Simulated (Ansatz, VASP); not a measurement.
One calculation of InAs, two programs

```
In As
1.0
     3.04358    3.04358    0.00000
    -3.04358    3.04358    0.00000
     0.00000    0.00000    6.26977
In As
2 2
Cartesian
  1.5218 1.5218 1.5674
  -1.5218 1.5218 4.7023
  0.0000 0.0000 0.0000
  0.0000 3.0436 3.1349
```

Change from the starting cell: strain along c alone, the other axes held, atoms relaxed: +3.0 %.

Alike in both runs: task single point; functional PBEsol; k mesh 12 × 12 × 10; occupations gaussian, width 0.1 eV; no spin polarisation.

|  | VASP | Ansatz |
| --- | --- | --- |
| version | VASP 6.6.1 | Ansatz 0.2.0 |
| potentials or method | VASP PAW PBE potentials, release 64 (In_d, As), cutoff 520 eV | scalar-relativistic, plane waves, PAW |
| valence electrons in the cell | 36 | 56 |

```csv
,VASP,Ansatz,Ansatz less VASP
gap on the k mesh at the Fermi level (eV),none,none,-
pressure (GPa),-1.5,-1.6,-0.07
"traceless stress, the component that is largest in VASP (GPa)",-0.73,-0.73,-0.003
```

VASP's potentials were made for PBE, not for PBEsol. A gap of «none» marks a metal or a gap that the smearing closes. With one functional, cell and mesh, what is left measures potentials, basis and numerics. VASP's potentials hold 36 valence electrons a cell and Ansatz's 56, so a difference there can come from the potentials and not from the codes.
